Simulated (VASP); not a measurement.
# Ti12H (a cell with a defect) in VASP: single point with PBEsol

Aim: the single point of Ti12H (a cell with a defect) with PBEsol.

Everything below comes from runs of VASP 6.6.1. Logs are shortened: lines on timing, memory, paths and dates and some standing lists are left out, and cuts for length are marked.

## (1) The cell of the first run

The cell holds a defect, 13 atoms: a = 5.900 Å, b = 8.850 Å, c = 4.685 Å, α = 90.00°, β = 90.00°, γ = 120.00°.

## (2) Single point, PBEsol

Input file INCAR:

```
ALGO = Normal
EDIFF = 1E-6
ENCUT = 520
GGA = PS
ISIF = 2
ISMEAR = 0
LASPH = True
LCHARG = False
LREAL = False
LWAVE = False
NBANDS = 84
NELM = 100
PREC = Accurate
SIGMA = 0.1
```

Input file KPOINTS:

```
k-points
0
Gamma
  4 3 5
```

Input file POSCAR:

```
Ti12H
1.0
    5.9000000000      0.0000000000      0.0000000000
   -4.4250000000      7.6643250000      0.0000000000
    0.0000000000      0.0000000000      4.6846000000
Ti H
12 1
Direct
    0.0016839514      0.0017286584      0.0070251462
    0.1624771786      0.2181286676      0.5039915895
    0.0069738729      0.3288352203      0.0032677283
    0.1755353449      0.5597757141      0.4942603424
    0.0067954751      0.6754992775      0.0008673099
    0.1669930804      0.8905672711      0.5022911241
    0.4980622895     -0.0011723146      0.0021502369
    0.6615344430      0.2158655850      0.4963339453
    0.4832485931      0.3277554123      0.0033753149
    0.6643687397      0.5590681502      0.4942731503
    0.5029117207      0.6696382265     -0.0016063271
    0.6669806477      0.8889321630      0.5002196559
    0.8337285046      0.4439541643      0.6268945054
```

Potentials or basis: VASP PAW PBE potentials, release 64 (Ti_sv, H).

The run is started by

```bash
> cat potpaw_PBE.64/Ti_sv/POTCAR potpaw_PBE.64/H/POTCAR > POTCAR
> mpirun -np 1 vasp_std > vasp.out
```

OUTCAR:

```text
EDIFF = 1E-6
   ENCUT = 520
   GGA = PS
   ISIF = 2
   ISMEAR = 0
   LASPH = True
   LREAL = False
   NELM = 100
   PREC = Accurate

 ion  position               nearest neighbor table
   1  0.002  0.002  0.007-   2 2.86   9 2.86   6 2.87  12 2.87   3 2.88   2 2.88   5 2.90   6 2.91

   2  0.162  0.218  0.504-   9 2.86   1 2.86   3 2.86   9 2.86   3 2.86   1 2.88   6 2.91  12 2.92

   3  0.007  0.329  0.003-   9 2.81   2 2.86   2 2.86   1 2.88   4 2.90   8 2.91
   4  0.176  0.560  0.494-  13 1.85  11 2.86  10 2.89  11 2.89   5 2.90   3 2.90  12 2.91
   5  0.007  0.675  0.001-   6 2.86   6 2.87   7 2.88   4 2.90  10 2.90   1 2.90
   6  0.167  0.891  0.502-   5 2.86   5 2.87   1 2.87   7 2.89   7 2.89   8 2.90   1 2.91   2 2.91

   7  0.498  0.999  0.002-   8 2.85   5 2.88   6 2.89   6 2.89  12 2.89   8 2.90  12 2.90
   8  0.662  0.216  0.496-  13 1.85   7 2.85   7 2.90   6 2.90   3 2.91   9 2.91  12 2.91
   9  0.483  0.328  0.003-   3 2.81   2 2.86   2 2.86   1 2.86  10 2.90   8 2.91
  10  0.664  0.559  0.494-  13 1.85  11 2.86   4 2.89  11 2.89   5 2.90   9 2.90  12 2.91
  11  0.503  0.670  0.998-  10 2.86   4 2.86  12 2.88  12 2.89  10 2.89   4 2.89
  12  0.667  0.889  0.500-   1 2.87  11 2.88  11 2.89   7 2.89   7 2.90   4 2.91   8 2.91  10 2.91
                             2 2.92
  13  0.834  0.444  0.627-   8 1.85   4 1.85  10 1.85

  LATTYP: Found a simple monoclinic cell.
 ALAT       =     5.9000000000
 B/A-ratio  =     0.7940000000
 C/A-ratio  =     1.3228756849
 COS(beta)  =    -0.1889822323

  Lattice vectors:

 A1 = (   5.9000000000,   0.0000000000,   0.0000000000)
 A2 = (   0.0000000000,   0.0000000000,   4.6846000000)
 A3 = (  -1.4750000000,  -7.6643250000,   0.0000000000)

Analysis of symmetry for initial positions (statically):
=====================================================================
 Subroutine PRICEL returns:
 Original cell was already a primitive cell.

 Routine SETGRP: Setting up the symmetry group for a
 simple monoclinic supercell.

 Subroutine GETGRP returns: Found  1 space group operations
 (whereof  1 operations were pure point group operations)
 out of a pool of  4 trial point group operations.

The static configuration has the point symmetry C_1 .

Analysis of symmetry for dynamics (positions and initial velocities):
=====================================================================
 Subroutine PRICEL returns:
 Original cell was already a primitive cell.

 Routine SETGRP: Setting up the symmetry group for a
 simple monoclinic supercell.

 Subroutine GETGRP returns: Found  1 space group operations
 (whereof  1 operations were pure point group operations)
 out of a pool of  4 trial point group operations.

The dynamic configuration has the point symmetry C_1 .

 Subroutine INISYM returns: Found  1 space group operations
 (whereof  1 operations are pure point group operations),
 and found     1 'primitive' translations

----------------------------------------------------------------------------------------

                                     Primitive cell

  volume of cell :     211.8354

  direct lattice vectors                    reciprocal lattice vectors
     5.900000000  0.000000000  0.000000000     0.169491525  0.097855976  0.000000000
    -4.425000000  7.664325000  0.000000000     0.000000000  0.130474634  0.000000000
     0.000000000  0.000000000  4.684600000     0.000000000  0.000000000  0.213465397

  length of vectors
     5.900000000  8.850000153  4.684600000     0.195711955  0.130474634  0.213465397

  position of ions in fractional coordinates (direct lattice)
     0.001683951  0.001728658  0.007025146
     0.162477179  0.218128668  0.503991590
     0.006973873  0.328835220  0.003267728
     0.175535345  0.559775714  0.494260342
     0.006795475  0.675499278  0.000867310
     0.166993080  0.890567271  0.502291124
     0.498062289  0.998827685  0.002150237
     0.661534443  0.215865585  0.496333945
     0.483248593  0.327755412  0.003375315
     0.664368740  0.559068150  0.494273150
     0.502911721  0.669638226  0.998393673
     0.666980648  0.888932163  0.500219656
     0.833728505  0.443954164  0.626894505

  ion indices of the primitive-cell ions
   primitive index   ion index
                 1           1
                 2           2
                 3           3
                 4           4
                 5           5
                 6           6
                 7           7
                 8           8
                 9           9
                10          10
                11          11
                12          12
                13          13

----------------------------------------------------------------------------------------

 KPOINTS: k-points

Automatic generation of k-mesh.
 Grid dimensions read from file:
 generate k-points for:    4    3    5

 Generating k-lattice:

  Cartesian coordinates                     Fractional coordinates (reciprocal lattice)
     0.042372881  0.024463994  0.000000000     0.250000000  0.000000000  0.000000000
     0.000000000  0.043491545  0.000000000     0.000000000  0.333333333  0.000000000
     0.000000000  0.000000000  0.042693079     0.000000000  0.000000000  0.200000000

  Length of vectors
     0.048927989  0.043491545  0.042693079

  Shift w.r.t. Gamma in fractional coordinates (k-lattice)
     0.000000000  0.000000000  0.000000000

 Subroutine IBZKPT returns following result:
 ===========================================

 Found     31 irreducible k-points:

 Following reciprocal coordinates:
            Coordinates               Weight
  0.000000  0.000000  0.000000      1.000000
  0.250000  0.000000  0.000000      2.000000
  0.500000  0.000000  0.000000      1.000000
  0.000000  0.333333  0.000000      2.000000
  0.250000  0.333333  0.000000      2.000000
  0.500000  0.333333  0.000000      2.000000
[... 16 lines left out ...]
  0.500000  0.000000  0.400000      2.000000
  0.000000  0.333333  0.400000      2.000000
 [... further k-points ...]
   k-points           NKPTS =     31   k-points in BZ     NKDIM =     31   number of bands    NBANDS=     84
   number of dos      NEDOS =    301   number of ions     NIONS =     13
   total plane-waves  NPLWV = 120960
   dimension x,y,z NGX =    48 NGY =   70 NGZ =   36
   dimension x,y,z NGXF=    96 NGYF=  140 NGZF=   72
   ions per type =              12   1
   NGX,Y,Z   is equivalent  to a cutoff of  13.53, 13.15, 12.78 a.u.
   NGXF,Y,Z  is equivalent  to a cutoff of  27.05, 26.30, 25.55 a.u.
 SYSTEM =  unknown system
   PREC   = accura    normal or accurate (medium, high low for compatibility)
   ISTART =      0    job   : 0-new  1-cont  2-samecut
   ICHARG =      2    charge: 1-file 2-atom 10-const
   ISPIN  =      1    spin polarized calculation?
   LNONCOLLINEAR =      F non collinear calculations
   LSORBIT =      F    spin-orbit coupling
   LASPH  =      T    aspherical Exc in radial PAW
   ENCUT  =  520.0 eV  38.22 Ry    6.18 a.u.  10.97 16.46  8.71*2*pi/ulx,y,z
   NELM   =    100;   NELMIN=  2; NELMDL= -5     # of ELM steps
   EDIFF  = 0.1E-05   stopping-criterion for ELM
   LREAL  =      F    real-space projection
   EDIFFG = 0.1E-04   stopping-criterion for IOM
   NSW    =      0    number of steps for IOM
   IBRION =     -1    ionic relax: 0-MD 1-quasi-New 2-CG
   NFREE  =      0    steps in history (QN), initial steepest desc. (CG)
   ISIF   =      2    stress and relaxation
   ISYM   =      2    0-nonsym 1-usesym 2-fastsym
   POTIM  = 0.5000    time-step for ionic-motion
   TEBEG  =    0.0;   TEEND  =   0.0 temperature during run
   PSTRESS=    0.0 pullay stress
   NELECT =     145.0000    total number of electrons
   NUPDOWN=      -1.0000    fix difference up-down
   EMIN   =  10.00;   EMAX   =-10.00  energy-range for DOS
   EFERMI =   0.00;   METHOD = LEGACY
   ISMEAR =     0;   SIGMA  =   0.10  broadening in eV -4-tet -1-fermi 0-gaus
   EFERMI_NEDOS =   21; number of points for ismear=-14 and -15
   IALGO  =     38    algorithm
   IMIX   =      4    mixing-type and parameters
     AMIX     =   0.40;   BMIX     =  1.00
     AMIX_MAG =   1.60;   BMIX_MAG =  1.00
  volume/ion in A,a.u.               =      16.30       109.96
  Fermi-wavevector in a.u.,A,eV,Ry     =   1.442773  2.726446 28.321806  2.081594
  Thomas-Fermi vector in A             =   2.561256
   LORBIT       =      0    0 simple, 1 ext, 2 COOP (PROOUT), +10 PAW based schemes
   GGA     = PS    functional components
   LHFCALC =     F    Hartree Fock is set to
   AEXX    =    0.0000 exact exchange contribution
   IVDW    =     0    specifies the selected vdW correction
   LEPSILON=     F    determine dielectric tensor
   LRPA    =     F    only Hartree local field effects (RPA)
 non-spin polarized calculation
 Gauss-broadening in eV      SIGMA  =   0.10
  energy-cutoff  :      520.00
  volume of cell :      211.84
 maximum number of plane-waves:      5724
 NGX is ok and might be reduce to    48
   NGX = 21   NGY = 33   NGZ = 17

 number of electron     144.9999999 magnetization

 Free energy of the ion-electron system (eV)
  ---------------------------------------------------
  ext. energy  EPLUGINS =         0.00000000
  ---------------------------------------------------
  free energy    TOTEN  =      -103.45335209 eV

  energy without entropy =     -103.37921237  energy(sigma->0) =     -103.41628223

 E-fermi :   8.1153     XC(G=0): -11.6095

 val. band max:        8.1021565891   @ k =  -0.2500   0.3333   0.0000
 cond. band min:       8.1157677488   @ k =   0.5000  -0.3333   0.4000
 fundamental gap:      0.0136111598
 Fermi energy:         8.1152864567

 k-point     1 :       0.0000    0.0000    0.0000
  band No.  band energies     occupation
      1     -48.5449      2.00000
      2     -48.4956      2.00000
      3     -48.4640      2.00000
      4     -48.4425      2.00000
      5     -48.4154      2.00000
      6     -48.3990      2.00000
[... 2077 lines left out ...]
     83       8.9698      0.00000
     84       9.0528      0.00000

 [... further k-points ...]

------------------------ aborting loop because EDIFF is reached ----------------------------------------

  FORCE on cell =-STRESS in cart. coord.  units (eV):
  Direction    XX          YY          ZZ          XY          YZ          ZX
  --------------------------------------------------------------------------------------
  -------------------------------------------------------------------------------------
  Total       -5.9906843     -5.4319793     -6.5508000      0.0456792     -0.0650455     -0.0208359
  in kB      -45.3094282    -41.0837663    -49.5457588      0.3454864     -0.4919595     -0.1575882
  external PRESSURE =     -45.3129844 kB  Pullay stress =       0.0000000 kB

 VOLUME and BASIS-vectors are now :
 -----------------------------------------------------------------------------
  energy-cutoff  :      520.00
  volume of cell :      211.84
      direct lattice vectors                 reciprocal lattice vectors
     5.900000000  0.000000000  0.000000000     0.169491525  0.097855976  0.000000000
    -4.425000000  7.664325000  0.000000000     0.000000000  0.130474634  0.000000000
     0.000000000  0.000000000  4.684600000     0.000000000  0.000000000  0.213465397

 POSITION                                       TOTAL-FORCE (eV/Angst)
 -----------------------------------------------------------------------------------
      0.00229      0.01325      0.03291        -0.014220     -0.002404      0.013796
     -0.00660      1.67181      2.36100        -0.001382      0.019445     -0.053894
     -1.41395      2.52030      0.01531        -0.049712      0.026037     -0.034709
     -1.44135      4.29030      2.31541        -0.000333     -0.014608     -0.123341
     -2.94899      5.17725      0.00406        -0.002314     -0.046882     -0.054997
     -2.95550      6.82560      2.35303         0.004128     -0.008206     -0.058522
     -1.48124      7.65534      0.01007         0.010612      0.010969     -0.042156
      2.94785      1.65446      2.32513        -0.004654      0.018457     -0.110814
      1.40085      2.51202      0.01581         0.037017      0.023255     -0.027441
      1.44590      4.28488      2.31547         0.001983     -0.021679     -0.121275
      0.00403      5.13233      4.67708         0.008683     -0.023832     -0.080743
      0.00166      6.81307      2.34333        -0.001703      0.005457     -0.077132
      2.95450      3.40261      2.93675         0.011895      0.013989      0.771227
 -----------------------------------------------------------------------------------
    total drift:                               -0.000167     -0.000108      0.000205

  FREE ENERGIE OF THE ION-ELECTRON SYSTEM (eV)
  ---------------------------------------------------
  free  energy   TOTEN  =      -103.4533520860 eV

  energy  without entropy=     -103.3792123659  energy(sigma->0) =     -103.41628223
```

Run time: 20 min. Hardware: 1 thread of Intel Xeon Platinum 8259CL at 2.50GHz (Skylake/Cascade Lake), shared host; peak memory 0.55 GiB.

What came out:

| Property | Result |
| --- | --- |
| Free energy | -103.4534 eV |
| Pressure | -4.5 GPa |
| Largest force | 0.771 eV/Å |
| Band gap on the k mesh | zero (an odd number of electrons rules out a gap without spin polarisation) |

Forces on the atoms (eV/Å):
```
Ti  -0.014 -0.002  0.014
Ti  -0.001  0.019 -0.054
Ti  -0.050  0.026 -0.035
Ti   0.000 -0.015 -0.123
Ti  -0.002 -0.047 -0.055
Ti   0.004 -0.008 -0.059
Ti   0.011  0.011 -0.042
Ti  -0.005  0.018 -0.111
Ti   0.037  0.023 -0.027
Ti   0.002 -0.022 -0.121
Ti   0.009 -0.024 -0.081
Ti  -0.002  0.005 -0.077
H    0.012  0.014  0.771
```

Caveat: the PAW data sets were made with another functional, which shifts forces and pressure a little.
